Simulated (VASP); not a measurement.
Set up this calculation in VASP 6.6.1, as the native input.

| Property | Result |
| --- | --- |
| Task | relaxation of the atoms |
| Functional | PBE |
| Potentials or basis | VASP PAW PBE potentials, release 64 (B, Mg, N) |
| Cutoff | 520 eV |
| k mesh | 1 × 1 × 1, shifted |
| Occupations | gaussian, width 0.01 eV |
| Spin | no spin polarisation |
| Dipole correction | no |
| Further INCAR settings | LREAL = Auto; ALGO = Normal; EDIFF = 1e-07; ISYM = -1; IBRION = 2; EDIFFG = -0.03; NSW = 100 |

The structure of MgB15N15 (a cell with a defect) lies in POSCAR:

```
MgB15N15
1.0
   -3.6241103800      3.6241103800     -3.6241103800
    3.6241103800      3.6241103800      3.6241103800
    3.6241103800     -3.6241103800     -3.6241103800
B Mg N
15 1 15
Direct
    0.0000000000      0.0000000000      0.0000000000
    0.0000000000      0.2500000000      0.7500000000
    0.0000000000      0.5000000000      0.5000000000
    0.0000000000      0.7500000000      0.2500000000
    0.2500000000      0.0000000000      0.7500000000
    0.2500000000      0.5000000000      0.2500000000
    0.2500000000      0.7500000000      0.0000000000
    0.5000000000      0.0000000000      0.5000000000
    0.5000000000      0.2500000000      0.2500000000
    0.5000000000      0.5000000000      0.0000000000
    0.5000000000      0.7500000000      0.7500000000
    0.7500000000      0.0000000000      0.2500000000
    0.7500000000      0.2500000000      0.0000000000
    0.7500000000      0.5000000000      0.7500000000
    0.7500000000      0.7500000000      0.5000000000
    0.2500000000      0.2500000000      0.5000000000
    0.0000000000      0.2500000000      0.0000000000
    0.0000000000      0.5000000000      0.7500000000
    0.0000000000      0.7500000000      0.5000000000
    0.2500000000      0.0000000000      0.0000000000
    0.2500000000      0.2500000000      0.7500000000
    0.2500000000      0.5000000000      0.5000000000
    0.2500000000      0.7500000000      0.2500000000
    0.5000000000      0.0000000000      0.7500000000
    0.5000000000      0.2500000000      0.5000000000
    0.5000000000      0.5000000000      0.2500000000
    0.5000000000      0.7500000000      0.0000000000
    0.7500000000      0.0000000000      0.5000000000
    0.7500000000      0.2500000000      0.2500000000
    0.7500000000      0.5000000000      0.0000000000
    0.7500000000      0.7500000000      0.7500000000
```

One way to write it, as run:

INCAR

```
PREC = Accurate
ENCUT = 520
EDIFF = 1E-7
ISMEAR = 0
SIGMA = 0.01
LREAL = Auto
LASPH = T
NELM = 120
ALGO = Normal
ISIF = 2
LWAVE = F
LCHARG = F
GGA = PE
IBRION = 2
NSW = 100
EDIFFG = -0.03
GGA_COMPAT = F
NELMIN = 4
ISYM = -1
```

KPOINTS

```
explicit points
1
Reciprocal
  0.25000000   0.25000000   0.25000000 1
```

Potentials or basis: VASP PAW PBE potentials, release 64 (B, Mg, N).

Run with:

```sh
$ cat potpaw_PBE.64/B/POTCAR potpaw_PBE.64/Mg/POTCAR potpaw_PBE.64/N/POTCAR > POTCAR
$ mpirun -np 1 vasp_std > vasp.out
```

It gave:

The energy gained by relaxing is 204.4 meV/atom and the ionic steps are 17. The pressure after relaxing is 11.7 GPa. The largest force after relaxing is 0.019 eV/Å and the band gap on the k mesh is 4.04 eV.

Wall time 9.4 min on 1 thread of Intel(R) Xeon(R) Platinum 8175M CPU @ 2.50GHz (Skylake/Cascade Lake) (shared host), peak memory 0.34 GiB.
